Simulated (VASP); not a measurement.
Write the native input for VASP 6.6.1 that does the following.

```yaml
Task: single point
Functional: PBEsol
Potentials_or_basis: VASP PAW PBE potentials, release 64 (Ti_sv, Al)
Cutoff: 520 eV
k_mesh: 12 × 12 × 12
Occupations: gaussian, width 0.1 eV
Spin: no spin polarisation
Dipole_correction: no
Further_INCAR_settings: ALGO = Fast; EDIFF = 1e-07; NBANDS = 14
```

The structure of TiAl lies in POSCAR:

```
TiAl
1.0
    3.1790640000      0.0000000000      0.0000000000
    0.0000000000      3.1790640000      0.0000000000
    0.0000000000      0.0000000000      3.1790640000
Ti Al
1 1
Direct
    0.0162060279     -0.0377815609      0.0576112969
    0.5000000000      0.5000000000      0.5000000000
```

This cell differs from its parent crystal: one atom moved.

The input as run:

INCAR

```
  ALGO = Fast
  EDIFF = 1E-7
  ENCUT = 520
  GGA = PS
  ISIF = 2
  ISMEAR = 0
  LASPH = T
  LCHARG = T
  LELF = T
  LREAL = F
  LVHAR = T
  LWAVE = F
  NBANDS = 14
  NELM = 60
  PREC = Accurate
  SIGMA = 0.1
```

KPOINTS

```
k-points
0
Gamma
  12 12 12
```

Potentials or basis: VASP PAW PBE potentials, release 64 (Ti_sv, Al).

Launch:

```sh
$ cat potpaw_PBE.64/Ti_sv/POTCAR potpaw_PBE.64/Al/POTCAR > POTCAR
$ mpirun -np 1 vasp_std > vasp.out
```

It gave:

```json
{
 "Pressure": "-0.4 GPa",
 "Largest force": "1.463 eV/Å"
}
```

Caveat: the cell differs from its parent crystal (one atom moved); the PAW data sets were made with another functional, which shifts forces and pressure a little.

Wall time 4.2 min on 1 thread of Intel(R) Xeon(R) 6975P-C (Granite Rapids), with other jobs on the host, peak memory 0.49 GiB.
